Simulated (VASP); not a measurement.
# Hf5Te (R-3m) in VASP: single point with PBE

Aim: the single point of Hf5Te with PBE.

Everything below comes from runs of VASP 6.6.1. Logs are shortened: lines on timing, memory, paths and dates and some standing lists are left out, and cuts for length are marked.

## 1. The cell of the first run

It takes space group R-3m (No. 166, trigonal). The conventional cell has a = 5.867 Å, b = 5.867 Å, c = 13.884 Å, α = 90.00°, β = 90.00°, γ = 120.00°. Hf (site symmetry 3m) has 13 Hf at 3.20 to 3.68 Å and 3 Te at 3.46 Å within 4.2 Å. Within 3.8 Å of Hf (site symmetry 2/m) lie 2 Te at 2.87 Å and 10 Hf at 2.93 to 3.47 Å. Within 3.8 Å of Te (site symmetry -3m) lie 12 Hf at 2.87 to 3.46 Å.

## 2. Single point, PBE

The input, POSCAR:

```
Hf5Te
1.0
    2.9333158688      1.6935507064      4.6280831024
   -2.9333158688      1.6935507064      4.6280831024
    0.0000000000     -3.3871014129      4.6280831024
Hf Te
5 1
Direct
    0.1151300039      0.1151300039      0.1151300039
    0.8848699961      0.8848699961      0.8848699961
    0.5000000000      0.0000000000      0.5000000000
    0.5000000000      0.5000000000      0.0000000000
    0.0000000000      0.5000000000      0.5000000000
    0.5000000000      0.5000000000      0.5000000000
```

The input, INCAR.step1:

```
PREC = Accurate
ENCUT = 520
EDIFF = 1E-7
ISMEAR = 0
SIGMA = 0.1
LREAL = False
LASPH = True
NELM = 100
ALGO = Fast
ISIF = 2
LWAVE = False
LCHARG = True
LMAXMIX = 4
GGA = PE
NBANDS = 37
```

The input, KPOINTS.step1:

```
regular mesh
0
Gamma
  12 12 12
```

The input, INCAR.step2:

```
PREC = Accurate
ENCUT = 520
EDIFF = 1E-7
ISMEAR = -5
SIGMA = 0.1
LREAL = False
LASPH = True
NELM = 100
ALGO = Fast
ISIF = 2
LWAVE = False
LCHARG = False
LMAXMIX = 4
GGA = PE
LORBIT = 11
NEDOS = 2001
ICHARG = 11
```

The input, KPOINTS.step2:

```
regular mesh
0
Gamma
  18 18 18
```

Potentials or basis: VASP PAW PBE potentials, release 64 (Hf_pv, Te).

Run with:

```
$ cat potpaw_PBE.64/Hf_pv/POTCAR potpaw_PBE.64/Te/POTCAR > POTCAR
$ cp INCAR.step1 INCAR
$ cp KPOINTS.step1 KPOINTS
$ mpirun -np 1 vasp_std > vasp.out
$ cp INCAR.step2 INCAR
$ cp KPOINTS.step2 KPOINTS
$ mpirun -np 1 vasp_std > vasp.out
```

OUTCAR:

```text
PREC = Accurate
   ENCUT = 520
   EDIFF = 1E-7
   ISMEAR = -5
   LREAL = False
   LASPH = True
   NELM = 100
   ISIF = 2
   GGA = PE
   LORBIT = 11
   ICHARG = 11

 ion  position               nearest neighbor table
   1  0.115  0.115  0.115-   2 3.20   5 3.34   3 3.34   3 3.34   5 3.34   4 3.34   4 3.34   6 3.46
                             6 3.46   6 3.46   4 3.47   5 3.47   3 3.47   2 3.68   2 3.68   2 3.68
   2  0.885  0.885  0.885-   1 3.20   5 3.34   3 3.34   5 3.34   3 3.34   4 3.34   4 3.34   6 3.46
                             6 3.46   6 3.46   4 3.47   3 3.47   5 3.47   1 3.68   1 3.68   1 3.68
   3  0.500  0.000  0.500-   6 2.87   6 2.87   4 2.93   4 2.93   5 2.93   5 2.93   2 3.34   1 3.34
                             1 3.34   2 3.34   1 3.47   2 3.47
   4  0.500  0.500  0.000-   6 2.87   6 2.87   5 2.93   3 2.93   3 2.93   5 2.93   2 3.34   1 3.34
                             2 3.34   1 3.34   1 3.47   2 3.47
   5  0.000  0.500  0.500-   6 2.87   6 2.87   4 2.93   4 2.93   3 2.93   3 2.93   1 3.34   2 3.34
                             1 3.34   2 3.34   1 3.47   2 3.47
   6  0.500  0.500  0.500-   4 2.87   4 2.87   5 2.87   3 2.87   3 2.87   5 2.87   2 3.46   1 3.46
                             2 3.46   1 3.46   2 3.46   1 3.46

  LATTYP: Found a trigonal (rhomboedric) cell.
 ALAT       =     5.7351206774
 COS(alpha) =     0.4768062616

  Lattice vectors:

 A1 = (   2.9333158688,   1.6935507064,   4.6280831024)
 A2 = (  -2.9333158688,   1.6935507064,   4.6280831024)
 A3 = (   0.0000000000,  -3.3871014129,   4.6280831024)

Analysis of symmetry for initial positions (statically):
=====================================================================
 Subroutine PRICEL returns:
 Original cell was already a primitive cell.

 Routine SETGRP: Setting up the symmetry group for a
 trigonal (rhombohedral) supercell.

 Subroutine GETGRP returns: Found 12 space group operations
 (whereof 12 operations were pure point group operations)
 out of a pool of 12 trial point group operations.

The static configuration has the point symmetry D_3d.

Analysis of symmetry for dynamics (positions and initial velocities):
=====================================================================
 Subroutine PRICEL returns:
 Original cell was already a primitive cell.

 Routine SETGRP: Setting up the symmetry group for a
 trigonal (rhombohedral) supercell.

 Subroutine GETGRP returns: Found 12 space group operations
 (whereof 12 operations were pure point group operations)
 out of a pool of 12 trial point group operations.

The dynamic configuration has the point symmetry D_3d.

 Subroutine INISYM returns: Found 12 space group operations
 (whereof 12 operations are pure point group operations),
 and found     1 'primitive' translations

----------------------------------------------------------------------------------------

                                     Primitive cell

  volume of cell :     137.9461

  direct lattice vectors                    reciprocal lattice vectors
     2.933315869  1.693550706  4.628083102     0.170455560  0.098412564  0.072024060
    -2.933315869  1.693550706  4.628083102    -0.170455560  0.098412564  0.072024060
     0.000000000 -3.387101413  4.628083102     0.000000000 -0.196825127  0.072024060

  length of vectors
     5.735120677  5.735120677  5.735120677     0.209589112  0.209589112  0.209589112

  position of ions in fractional coordinates (direct lattice)
     0.115130004  0.115130004  0.115130004
     0.884869996  0.884869996  0.884869996
     0.500000000  1.000000000  0.500000000
     0.500000000  0.500000000  1.000000000
     1.000000000  0.500000000  0.500000000
     0.500000000  0.500000000  0.500000000

  ion indices of the primitive-cell ions
   primitive index   ion index
                 1           1
                 2           2
                 3           3
                 4           4
                 5           5
                 6           6

----------------------------------------------------------------------------------------

 KPOINTS: regular mesh

Automatic generation of k-mesh.
 Grid dimensions read from file:
 generate k-points for:   18   18   18

 Generating k-lattice:

  Cartesian coordinates                     Fractional coordinates (reciprocal lattice)
     0.009469753  0.005467365  0.004001337     0.055555556 -0.000000000  0.000000000
    -0.009469753  0.005467365  0.004001337    -0.000000000  0.055555556  0.000000000
     0.000000000 -0.010934729  0.004001337    -0.000000000 -0.000000000  0.055555556

  Length of vectors
     0.011643840  0.011643840  0.011643840

  Shift w.r.t. Gamma in fractional coordinates (k-lattice)
     0.000000000  0.000000000  0.000000000

 TETIRR: Found   2916 inequivalent tetrahedra from    34992

 Subroutine IBZKPT returns following result:
 ===========================================

 Found    580 irreducible k-points:

 Following reciprocal coordinates:
            Coordinates               Weight
  0.000000  0.000000  0.000000      1.000000
  0.055556  0.000000  0.000000      6.000000
  0.111111  0.000000  0.000000      6.000000
  0.166667  0.000000 -0.000000      6.000000
  0.222222 -0.000000  0.000000      6.000000
  0.277778 -0.000000  0.000000      6.000000
[... 16 lines left out ...]
 -0.277778  0.055556  0.000000     12.000000
 -0.222222  0.055556 -0.000000     12.000000
 [... further k-points ...]
   k-points           NKPTS =    580   k-points in BZ     NKDIM =    580   number of bands    NBANDS=     33
   number of dos      NEDOS =   2001   number of ions     NIONS =      6
   total plane-waves  NPLWV = 110592
   dimension x,y,z NGX =    48 NGY =   48 NGZ =   48
   dimension x,y,z NGXF=    96 NGYF=   96 NGZF=   96
   ions per type =               5   1
   NGX,Y,Z   is equivalent  to a cutoff of  13.91, 13.91, 13.91 a.u.
   NGXF,Y,Z  is equivalent  to a cutoff of  27.83, 27.83, 27.83 a.u.
 SYSTEM =  unknown system
   PREC   = accura    normal or accurate (medium, high low for compatibility)
   ISTART =      0    job   : 0-new  1-cont  2-samecut
   ICHARG =     11    charge: 1-file 2-atom 10-const
   ISPIN  =      1    spin polarized calculation?
   LNONCOLLINEAR =      F non collinear calculations
   LSORBIT =      F    spin-orbit coupling
   LASPH  =      T    aspherical Exc in radial PAW
   ENCUT  =  520.0 eV  38.22 Ry    6.18 a.u.  10.66 10.66 10.66*2*pi/ulx,y,z
   NELM   =    100;   NELMIN=  2; NELMDL=  0     # of ELM steps
   EDIFF  = 0.1E-06   stopping-criterion for ELM
   LREAL  =      F    real-space projection
   EDIFFG = 0.1E-05   stopping-criterion for IOM
   NSW    =      0    number of steps for IOM
   IBRION =     -1    ionic relax: 0-MD 1-quasi-New 2-CG
   NFREE  =      0    steps in history (QN), initial steepest desc. (CG)
   ISIF   =      2    stress and relaxation
   ISYM   =      2    0-nonsym 1-usesym 2-fastsym
   POTIM  = 0.5000    time-step for ionic-motion
   TEBEG  =    0.0;   TEEND  =   0.0 temperature during run
   PSTRESS=    0.0 pullay stress
   NELECT =      56.0000    total number of electrons
   NUPDOWN=      -1.0000    fix difference up-down
   EMIN   =  10.00;   EMAX   =-10.00  energy-range for DOS
   EFERMI =   0.00;   METHOD = LEGACY
   ISMEAR =    -5;   SIGMA  =   0.10  broadening in eV -4-tet -1-fermi 0-gaus
   EFERMI_NEDOS =   21; number of points for ismear=-14 and -15
   IALGO  =     68    algorithm
   IMIX   =      4    mixing-type and parameters
     AMIX     =   0.40;   BMIX     =  1.00
     AMIX_MAG =   1.60;   BMIX_MAG =  1.00
  volume/ion in A,a.u.               =      22.99       155.15
  Fermi-wavevector in a.u.,A,eV,Ry     =   1.212182  2.290691 19.992187  1.469384
  Thomas-Fermi vector in A             =   2.347674
   LORBIT       =     11    0 simple, 1 ext, 2 COOP (PROOUT), +10 PAW based schemes
   GGA     = PE    functional components
   LHFCALC =     F    Hartree Fock is set to
   AEXX    =    0.0000 exact exchange contribution
   IVDW    =     0    specifies the selected vdW correction
   LEPSILON=     F    determine dielectric tensor
   LRPA    =     F    only Hartree local field effects (RPA)
 non-spin polarized calculation
 RMM-DIIS sequential band-by-band and
 Fermi weights with tetrahedron method with Bloechl corrections
  energy-cutoff  :      520.00
  volume of cell :      137.95
 maximum number of plane-waves:      3742
 NGX is ok and might be reduce to    48

 number of electron      56.0000003 magnetization

 Free energy of the ion-electron system (eV)
  ---------------------------------------------------
  ext. energy  EPLUGINS =         0.00000000
  ---------------------------------------------------
  free energy    TOTEN  =       -52.70194536 eV

  energy without entropy =      -52.70194536  energy(sigma->0) =      -52.70194536

 E-fermi :   5.6585     XC(G=0): -11.1096

 val. band max:        5.6637535155   @ k =  -0.3889   0.3333   0.0556
 cond. band min:       5.6444813572   @ k =  -0.1111   0.3333   0.0556
 fundamental gap:     -0.0192721583
 Fermi energy:         5.6584661497

 k-point     1 :       0.0000    0.0000    0.0000
  band No.  band energies     occupation
      1     -25.2739      2.00000
      2     -25.2739      2.00000
      3     -25.2625      2.00000
      4     -25.2625      2.00000
      5     -25.2617      2.00000
      6     -25.2387      2.00000
[... 25 lines left out ...]
     32       6.7929      0.00000
     33       8.0631      0.00000

 k-point     2 :       0.0556    0.0000    0.0000
  band No.  band energies     occupation
      1     -25.2783      2.00000
      2     -25.2733      2.00000
      3     -25.2628      2.00000
      4     -25.2610      2.00000
      5     -25.2542      2.00000
      6     -25.2373      2.00000
[... 25 lines left out ...]
     32       6.7963      0.00000
     33       8.0566      0.00000

 k-point     3 :       0.1111    0.0000    0.0000
  band No.  band energies     occupation
      1     -25.2850      2.00000
      2     -25.2720      2.00000
      3     -25.2633      2.00000
      4     -25.2577      2.00000
      5     -25.2421      2.00000
      6     -25.2285      2.00000
[... 25 lines left out ...]
     32       6.8086      0.00000
     33       8.0170      0.00000

 k-point     4 :       0.1667    0.0000   -0.0000
  band No.  band energies     occupation
      1     -25.2900      2.00000
      2     -25.2712      2.00000
      3     -25.2628      2.00000
      4     -25.2585      2.00000
      5     -25.2332      2.00000
      6     -25.2036      2.00000
[... 25 lines left out ...]
     32       6.8427      0.00000
     33       7.8462      0.00000

 k-point     5 :       0.2222   -0.0000    0.0000
  band No.  band energies     occupation
      1     -25.2923      2.00000
      2     -25.2721      2.00000
      3     -25.2617      2.00000
      4     -25.2604      2.00000
      5     -25.2274      2.00000
      6     -25.1671      2.00000
[... 604 lines left out ...]
 k-point    22 :      -0.3333    0.0556    0.0000
  band No.  band energies     occupation
      1     -25.2867      2.00000
      2     -25.2780      2.00000
      3     -25.2711      2.00000
      4     -25.2483      2.00000
      5     -25.2254      2.00000
      6     -25.0694      2.00000
[... 25 lines left out ...]
     32       7.1993      0.00000
     33       7.2386      0.00000

 k-point    23 :      -0.2778    0.0556    0.0000
  band No.  band energies     occupation
      1     -25.2898      2.00000
      2     -25.2774      2.00000
      3     -25.2678      2.00000
      4     -25.2505      2.00000
      5     -25.2241      2.00000
      6     -25.0997      2.00000
[... 25 lines left out ...]
     32       7.0581      0.00000
     33       7.4272      0.00000

 k-point    24 :      -0.2222    0.0556   -0.0000
  band No.  band energies     occupation
      1     -25.2908      2.00000
      2     -25.2768      2.00000
      3     -25.2644      2.00000
      4     -25.2528      2.00000
      5     -25.2254      2.00000
      6     -25.1439      2.00000
[... 25 lines left out ...]
     32       6.9335      0.00000
     33       7.6516      0.00000

 [... further k-points ...]

------------------------ aborting loop because EDIFF is reached ----------------------------------------

  FORCE on cell =-STRESS in cart. coord.  units (eV):
  Direction    XX          YY          ZZ          XY          YZ          ZX
  --------------------------------------------------------------------------------------
  -------------------------------------------------------------------------------------
  Total       -0.4033422     -0.4033422     -0.4035488      0.0000000      0.0000000      0.0000000
  in kB       -4.6846245     -4.6846245     -4.6870246      0.0000000      0.0000000      0.0000000
  external PRESSURE =      -4.6854246 kB  Pullay stress =       0.0000000 kB

 VOLUME and BASIS-vectors are now :
 -----------------------------------------------------------------------------
  energy-cutoff  :      520.00
  volume of cell :      137.95
      direct lattice vectors                 reciprocal lattice vectors
     2.933315869  1.693550706  4.628083102     0.170455560  0.098412564  0.072024060
    -2.933315869  1.693550706  4.628083102    -0.170455560  0.098412564  0.072024060
     0.000000000 -3.387101413  4.628083102     0.000000000 -0.196825127  0.072024060

 POSITION                                       TOTAL-FORCE (eV/Angst)
 -----------------------------------------------------------------------------------
      0.00000     -0.00000      1.59849         0.000000      0.000000     -0.036521
      0.00000     -0.00000     12.28576         0.000000     -0.000000      0.036521
      1.46666     -0.84678      4.62808        -0.000000     -0.000000     -0.000000
      0.00000      1.69355      4.62808         0.000000     -0.000000     -0.000000
     -1.46666     -0.84678      4.62808        -0.000000     -0.000000     -0.000000
      0.00000     -0.00000      6.94212         0.000000     -0.000000     -0.000000
 -----------------------------------------------------------------------------------
    total drift:                               -0.000000      0.000000     -0.000000

  FREE ENERGIE OF THE ION-ELECTRON SYSTEM (eV)
  ---------------------------------------------------
  free  energy   TOTEN  =       -52.7019453581 eV

  energy  without entropy=      -52.7019453581  energy(sigma->0) =      -52.70194536

 total charge

# of ion       s       p       d       tot
------------------------------------------
    1        0.342   6.314   1.368   8.024
    2        0.342   6.314   1.368   8.024
    3        0.380   6.391   1.685   8.457
    4        0.380   6.391   1.685   8.457
    5        0.380   6.391   1.685   8.457
    6        1.330   2.025   0.132   3.488
--------------------------------------------------
tot          3.154  33.829   7.925  44.908
```

It took 2.3 h on 1 thread of Oxide Virtual Turin-like, shared host; peak memory 1.9 GiB.

What came out:

```yaml
Valence_electrons_inside_the_program's_atomic_spheres: Hf 8.02, 8.46 (each value once); Te 3.49
```

Caveat: spin-orbit coupling is left out, which moves the levels of the heavy elements.
